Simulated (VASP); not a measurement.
# Ca2C (Pnma) in VASP: single point with PBE

Aim: the single point of Ca2C with PBE.

Everything below comes from runs of VASP 6.6.1. Logs are shortened: lines on timing, memory, paths and dates and some standing lists are left out, and cuts for length are marked.

## Step 1: The cell of the first run

It takes space group Pnma (No. 62, orthorhombic). Conventional cell: a = 6.056 Å, b = 3.978 Å, c = 7.259 Å, α = 90.00°, β = 90.00°, γ = 90.00°. Within 3.2 Å of Ca (site symmetry m) lie 4 C at 2.39 to 2.45 Å and 8 Ca at 2.81 to 3.12 Å. Ca (site symmetry m) has 6 C at 2.43 to 3.42 Å and 10 Ca at 2.81 to 3.23 Å within 3.5 Å. C (site symmetry m) has 9 Ca at 2.39 to 2.97 Å within 3.2 Å.

## Step 2: Single point, PBE

File INCAR:

```
SYSTEM = Ca2C
PREC = Accurate ; ENCUT = 520
EDIFF = 1E-6 ; ISMEAR = 0
SIGMA = 0.02 ; LREAL = .FALSE.
LASPH = .TRUE. ; NELM = 100
ALGO = Normal ; ISIF = 2
LWAVE = .FALSE. ; LCHARG = .FALSE.
GGA = PE ; NBANDS = 60
```

File KPOINTS:

```
Automatic mesh
0
G
  6 8 4
  0 0 0
```

File POSCAR:

```
Ca2C
1.0
    6.0556360348      0.0000000000      0.0000000000
    0.0000000000      3.9777097682      0.0000000000
    0.0000000000      0.0000000000      7.2592196461
Ca C
8 4
Direct
    0.3471325587      0.7500000000      0.0880886926
    0.6528674413      0.2500000000      0.9119113074
    0.8471325587      0.7500000000      0.4119113074
    0.1528674413      0.2500000000      0.5880886926
    0.0121258116      0.2500000000      0.1751966401
    0.9878741884      0.7500000000      0.8248033599
    0.5121258116      0.2500000000      0.3248033599
    0.4878741884      0.7500000000      0.6751966401
    0.7514128499      0.2500000000      0.5931500843
    0.2485871501      0.7500000000      0.4068499157
    0.2514128499      0.2500000000      0.9068499157
    0.7485871501      0.7500000000      0.0931500843
```

Potentials or basis: VASP PAW PBE potentials, release 64 (Ca_sv, C).

Command:

```console
$ cat potpaw_PBE.64/Ca_sv/POTCAR potpaw_PBE.64/C/POTCAR > POTCAR
$ mpirun -np 1 vasp_std > vasp.out
```

OUTCAR:

```text
SYSTEM = Ca2C
   PREC = Accurate
   ENCUT = 520
   EDIFF = 1E-6
   ISMEAR = 0
   LREAL = .FALSE.
   LASPH = .TRUE.
   NELM = 100
   ISIF = 2
   GGA = PE

 ion  position               nearest neighbor table
   1  0.347  0.750  0.088-  10 2.39  12 2.43  11 2.45  11 2.45   7 2.81   7 2.81   6 2.90   5 2.91
                             5 2.91   2 3.00   2 3.00   8 3.12
   2  0.653  0.250  0.912-   9 2.39  11 2.43  12 2.45  12 2.45   8 2.81   8 2.81   5 2.90   6 2.91
                             6 2.91   1 3.00   1 3.00   7 3.12
   3  0.847  0.750  0.412-  12 2.39  10 2.43   9 2.45   9 2.45   5 2.81   5 2.81   8 2.90   7 2.91
                             7 2.91   4 3.00   4 3.00   6 3.12
   4  0.153  0.250  0.588-  11 2.39   9 2.43  10 2.45  10 2.45   6 2.81   6 2.81   7 2.90   8 2.91
                             8 2.91   3 3.00   3 3.00   5 3.12
   5  0.012  0.250  0.175-  11 2.43  12 2.62  12 2.62   3 2.81   3 2.81   2 2.90   1 2.91   1 2.91
                             4 3.12
   6  0.988  0.750  0.825-  12 2.43  11 2.62  11 2.62   4 2.81   4 2.81   1 2.90   2 2.91   2 2.91
                             3 3.12
   7  0.512  0.250  0.325-   9 2.43  10 2.62  10 2.62   1 2.81   1 2.81   4 2.90   3 2.91   3 2.91
                             2 3.12
   8  0.488  0.750  0.675-  10 2.43   9 2.62   9 2.62   2 2.81   2 2.81   3 2.90   4 2.91   4 2.91
                             1 3.12
   9  0.751  0.250  0.593-   2 2.39   7 2.43   4 2.43   3 2.45   3 2.45   8 2.62   8 2.62
  10  0.249  0.750  0.407-   1 2.39   8 2.43   3 2.43   4 2.45   4 2.45   7 2.62   7 2.62
  11  0.251  0.250  0.907-   4 2.39   5 2.43   2 2.43   1 2.45   1 2.45   6 2.62   6 2.62
  12  0.749  0.750  0.093-   3 2.39   6 2.43   1 2.43   2 2.45   2 2.45   5 2.62   5 2.62

  LATTYP: Found a simple orthorhombic cell.
 ALAT       =     3.9777097682
 B/A-ratio  =     1.5223926299
 C/A-ratio  =     1.8249746887

  Lattice vectors:

 A1 = (   0.0000000000,  -3.9777097682,   0.0000000000)
 A2 = (   6.0556360348,   0.0000000000,   0.0000000000)
 A3 = (   0.0000000000,   0.0000000000,   7.2592196461)

Analysis of symmetry for initial positions (statically):
=====================================================================
 Subroutine PRICEL returns:
 Original cell was already a primitive cell.

 Routine SETGRP: Setting up the symmetry group for a
 simple orthorhombic supercell.

 Subroutine GETGRP returns: Found  8 space group operations
 (whereof  2 operations were pure point group operations)
 out of a pool of  8 trial point group operations.

The static configuration has the point symmetry S_2 .
 The point group associated with its full space group is D_2h.

Analysis of symmetry for dynamics (positions and initial velocities):
=====================================================================
 Subroutine PRICEL returns:
 Original cell was already a primitive cell.

 Routine SETGRP: Setting up the symmetry group for a
 simple orthorhombic supercell.

 Subroutine GETGRP returns: Found  8 space group operations
 (whereof  2 operations were pure point group operations)
 out of a pool of  8 trial point group operations.

The dynamic configuration has the point symmetry S_2 .
 The point group associated with its full space group is D_2h.

 Subroutine INISYM returns: Found  8 space group operations
 (whereof  2 operations are pure point group operations),
 and found     1 'primitive' translations

----------------------------------------------------------------------------------------

                                     Primitive cell

  volume of cell :     174.8569

  direct lattice vectors                    reciprocal lattice vectors
     6.055636035  0.000000000  0.000000000     0.165135420  0.000000000  0.000000000
     0.000000000  3.977709768  0.000000000     0.000000000  0.251400946  0.000000000
     0.000000000  0.000000000  7.259219646     0.000000000  0.000000000  0.137755854

  length of vectors
     6.055636035  3.977709768  7.259219646     0.165135420  0.251400946  0.137755854

  position of ions in fractional coordinates (direct lattice)
     0.347132559  0.750000000  0.088088693
     0.652867441  0.250000000  0.911911307
     0.847132559  0.750000000  0.411911307
     0.152867441  0.250000000  0.588088693
     0.012125812  0.250000000  0.175196640
     0.987874188  0.750000000  0.824803360
     0.512125812  0.250000000  0.324803360
     0.487874188  0.750000000  0.675196640
     0.751412850  0.250000000  0.593150084
     0.248587150  0.750000000  0.406849916
     0.251412850  0.250000000  0.906849916
     0.748587150  0.750000000  0.093150084
[... 30 lines left out ...]

  Length of vectors
     0.027522570  0.031425118  0.034438963

  Shift w.r.t. Gamma in fractional coordinates (k-lattice)
     0.000000000  0.000000000  0.000000000

 Subroutine IBZKPT returns following result:
 ===========================================

 Found     60 irreducible k-points:

 Following reciprocal coordinates:
            Coordinates               Weight
  0.000000  0.000000  0.000000      1.000000
  0.166667  0.000000  0.000000      2.000000
  0.333333  0.000000  0.000000      2.000000
  0.500000  0.000000  0.000000      1.000000
  0.000000  0.125000  0.000000      2.000000
  0.166667  0.125000  0.000000      4.000000
[... 16 lines left out ...]
  0.333333  0.000000  0.250000      4.000000
  0.500000  0.000000  0.250000      2.000000
 [... further k-points ...]
   k-points           NKPTS =     60   k-points in BZ     NKDIM =     60   number of bands    NBANDS=     60
   number of dos      NEDOS =    301   number of ions     NIONS =     12
   total plane-waves  NPLWV =  77760
   dimension x,y,z NGX =    48 NGY =   30 NGZ =   54
   dimension x,y,z NGXF=    96 NGYF=   60 NGZF=  108
   ions per type =               8   4
   NGX,Y,Z   is equivalent  to a cutoff of  13.18, 12.54, 12.37 a.u.
   NGXF,Y,Z  is equivalent  to a cutoff of  26.35, 25.08, 24.73 a.u.
 SYSTEM =  Ca2C
   PREC   = accura    normal or accurate (medium, high low for compatibility)
   ISTART =      0    job   : 0-new  1-cont  2-samecut
   ICHARG =      2    charge: 1-file 2-atom 10-const
   ISPIN  =      1    spin polarized calculation?
   LNONCOLLINEAR =      F non collinear calculations
   LSORBIT =      F    spin-orbit coupling
   LASPH  =      T    aspherical Exc in radial PAW
   ENCUT  =  520.0 eV  38.22 Ry    6.18 a.u.  11.26  7.40 13.50*2*pi/ulx,y,z
   NELM   =    100;   NELMIN=  2; NELMDL= -5     # of ELM steps
   EDIFF  = 0.1E-05   stopping-criterion for ELM
   LREAL  =      F    real-space projection
   EDIFFG = 0.1E-04   stopping-criterion for IOM
   NSW    =      0    number of steps for IOM
   IBRION =     -1    ionic relax: 0-MD 1-quasi-New 2-CG
   NFREE  =      0    steps in history (QN), initial steepest desc. (CG)
   ISIF   =      2    stress and relaxation
   ISYM   =      2    0-nonsym 1-usesym 2-fastsym
   POTIM  = 0.5000    time-step for ionic-motion
   TEBEG  =    0.0;   TEEND  =   0.0 temperature during run
   PSTRESS=    0.0 pullay stress
   NELECT =      96.0000    total number of electrons
   NUPDOWN=      -1.0000    fix difference up-down
   EMIN   =  10.00;   EMAX   =-10.00  energy-range for DOS
   EFERMI =   0.00;   METHOD = LEGACY
   ISMEAR =     0;   SIGMA  =   0.02  broadening in eV -4-tet -1-fermi 0-gaus
   EFERMI_NEDOS =   21; number of points for ismear=-14 and -15
   IALGO  =     38    algorithm
   IMIX   =      4    mixing-type and parameters
     AMIX     =   0.40;   BMIX     =  1.00
     AMIX_MAG =   1.60;   BMIX_MAG =  1.00
  volume/ion in A,a.u.               =      14.57        98.33
  Fermi-wavevector in a.u.,A,eV,Ry     =   1.340513  2.533202 24.449325  1.796975
  Thomas-Fermi vector in A             =   2.468820
   LORBIT       =      0    0 simple, 1 ext, 2 COOP (PROOUT), +10 PAW based schemes
   GGA     = PE    functional components
   LHFCALC =     F    Hartree Fock is set to
   AEXX    =    0.0000 exact exchange contribution
   IVDW    =     0    specifies the selected vdW correction
   LEPSILON=     F    determine dielectric tensor
   LRPA    =     F    only Hartree local field effects (RPA)
 non-spin polarized calculation
 Gauss-broadening in eV      SIGMA  =   0.02
  energy-cutoff  :      520.00
  volume of cell :      174.86
 maximum number of plane-waves:      4751
 NGX is ok and might be reduce to    48
   NGX = 23   NGY = 15   NGZ = 27

 number of electron      95.9999993 magnetization

 Free energy of the ion-electron system (eV)
  ---------------------------------------------------
  ext. energy  EPLUGINS =         0.00000000
  ---------------------------------------------------
  free energy    TOTEN  =       -44.27144917 eV

  energy without entropy =      -44.27144917  energy(sigma->0) =      -44.27144917

 E-fermi :   5.6531     XC(G=0): -11.0444

 val. band max:        5.5046437292   @ k =   0.0000   0.0000   0.0000
 cond. band min:       6.1192521012   @ k =   0.0000   0.0000   0.0000
 fundamental gap:      0.6146083721
 Fermi energy:         5.6530625327

 k-point     1 :       0.0000    0.0000    0.0000
  band No.  band energies     occupation
      1     -34.6518      2.00000
      2     -34.5341      2.00000
      3     -34.5071      2.00000
      4     -34.4555      2.00000
      5     -33.9316      2.00000
      6     -33.8489      2.00000
[... 1501 lines left out ...]
     59       9.2681      0.00000
     60       9.2681      0.00000

 [... further k-points ...]

------------------------ aborting loop because EDIFF is reached ----------------------------------------

  FORCE on cell =-STRESS in cart. coord.  units (eV):
  Direction    XX          YY          ZZ          XY          YZ          ZX
  --------------------------------------------------------------------------------------
  -------------------------------------------------------------------------------------
  Total       26.7906217     26.8144488     26.8681712     -0.0000000      0.0000000      0.0000000
  in kB      245.4768723    245.6951951    246.1874418     -0.0000000      0.0000000      0.0000000
  external PRESSURE =     245.7865031 kB  Pullay stress =       0.0000000 kB

 VOLUME and BASIS-vectors are now :
 -----------------------------------------------------------------------------
  energy-cutoff  :      520.00
  volume of cell :      174.86
      direct lattice vectors                 reciprocal lattice vectors
     6.055636035  0.000000000  0.000000000     0.165135420  0.000000000  0.000000000
     0.000000000  3.977709768  0.000000000     0.000000000  0.251400946  0.000000000
     0.000000000  0.000000000  7.259219646     0.000000000  0.000000000  0.137755854

 POSITION                                       TOTAL-FORCE (eV/Angst)
 -----------------------------------------------------------------------------------
      2.10211      2.98328      0.63946        -0.001357     -0.000000     -0.006640
      3.95353      0.99443      6.61976         0.001357     -0.000000      0.006640
      5.12993      2.98328      2.99015        -0.001357     -0.000000      0.006640
      0.92571      0.99443      4.26906         0.001357     -0.000000     -0.006640
      0.07343      0.99443      1.27179         0.002543      0.000000      0.007607
      5.98221      2.98328      5.98743        -0.002543     -0.000000     -0.007607
      3.10125      0.99443      2.35782         0.002543      0.000000     -0.007607
      2.95439      2.98328      4.90140        -0.002543     -0.000000      0.007607
      4.55028      0.99443      4.30581        -0.000233      0.000000      0.006189
      1.50535      2.98328      2.95341         0.000233      0.000000     -0.006189
      1.52246      0.99443      6.58302        -0.000233      0.000000     -0.006189
      4.53317      2.98328      0.67620         0.000233     -0.000000      0.006189
 -----------------------------------------------------------------------------------
    total drift:                                0.000000     -0.000000     -0.000000

  FREE ENERGIE OF THE ION-ELECTRON SYSTEM (eV)
  ---------------------------------------------------
  free  energy   TOTEN  =       -44.2714491748 eV

  energy  without entropy=      -44.2714491748  energy(sigma->0) =      -44.27144917
```

Wall time 11 min (1 thread of Intel Xeon Platinum 8259CL at 2.50GHz (Skylake/Cascade Lake), shared host); peak memory 0.56 GiB.

Results:

```
Free energy            : -44.2714 eV
Pressure               : 24.6 GPa
Largest force          : 0.008 eV/Å
Band gap on the k mesh : 0.61 eV
```

Forces in eV/Å, atoms in the order of the input:
```
Ca  -0.001  0.000 -0.007
Ca   0.001  0.000  0.007
Ca  -0.001  0.000  0.007
Ca   0.001  0.000 -0.007
Ca   0.003  0.000  0.008
Ca  -0.003  0.000 -0.008
Ca   0.003  0.000 -0.008
Ca  -0.003  0.000  0.008
C    0.000  0.000  0.006
C    0.000  0.000 -0.006
C    0.000  0.000 -0.006
C    0.000  0.000  0.006
```

Caveat: the cell stands under pressure; semilocal functionals underestimate gaps, and a narrow one can read as zero. A k mesh can miss the band edges.
